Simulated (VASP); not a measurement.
Input of a VASP 6.6.1 run:

INCAR

```
PREC = Accurate
ENCUT = 500
EDIFF = 1E-6
ISMEAR = 0
SIGMA = 0.1
LREAL = False
LASPH = True
NELM = 120
ALGO = Normal
ISIF = 2
LWAVE = False
LCHARG = False
GGA = PE
IVDW = 13
NBANDS = 15
GGA_COMPAT = False
```

KPOINTS

```
Automatic mesh
0
Gamma
  6 6 6
```

The input POSCAR:

```
CaSe
1.0
    0.0000000000      2.9450000000      2.9450000000
    2.9450000000      0.0000000000      2.9450000000
    2.9450000000      2.9450000000      0.0000000000
Ca Se
1 1
Direct
    0.0000000000      0.0000000000      0.0000000000
    0.5000000000      0.5000000000      0.5000000000
```

Potentials or basis: VASP PAW PBE potentials, release 64 (Ca_sv, Se).

The run is started by

```sh
$ cat potpaw_PBE.64/Ca_sv/POTCAR potpaw_PBE.64/Se/POTCAR > POTCAR
$ mpirun -np 1 vasp_std > vasp.out
```

Problem. Predict the band gap on the k mesh.

Solution. 1.99 eV, indirect (least direct gap 2.94 eV).

Problem. Estimate the dispersion energy per atom.

Solution. -0.243 eV.

A k mesh can miss the band edges.
